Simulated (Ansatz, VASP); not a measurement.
## One calculation of YN, two programs

```
Y N
1.0
     0.00000    2.42824    2.42824
     2.42824    0.00000    2.42824
     2.42824    2.42824    0.00000
Y N
1 1
Direct
  0.00000 0.00000 0.00000
  0.50000 0.50000 0.50000
```

Alike in both runs: task single point; functional PBEsol; k mesh 4 × 4 × 4; occupations gaussian, width 0.01 eV; no spin polarisation.

```csv
,VASP,Ansatz
version,VASP 6.6.1,Ansatz 0.2.0
potentials or method,"VASP PAW PBE potentials, release 64 (Y_sv, N), cutoff 600 eV","scalar-relativistic, plane waves, PAW"
valence electrons in the cell,16,16
```

```csv
,VASP,Ansatz,Ansatz less VASP
gap on the k mesh at the Fermi level (eV),0.01,0.01,+0.001
least direct gap on the mesh (eV),0.39,0.39,+0.002
pressure (GPa),0.4,0.7,+0.33
```

VASP's potentials were made for PBE, not for PBEsol, and Ansatz warns of the same on its side.

The k mesh is coarse, so the values compare programs but aren't converged.
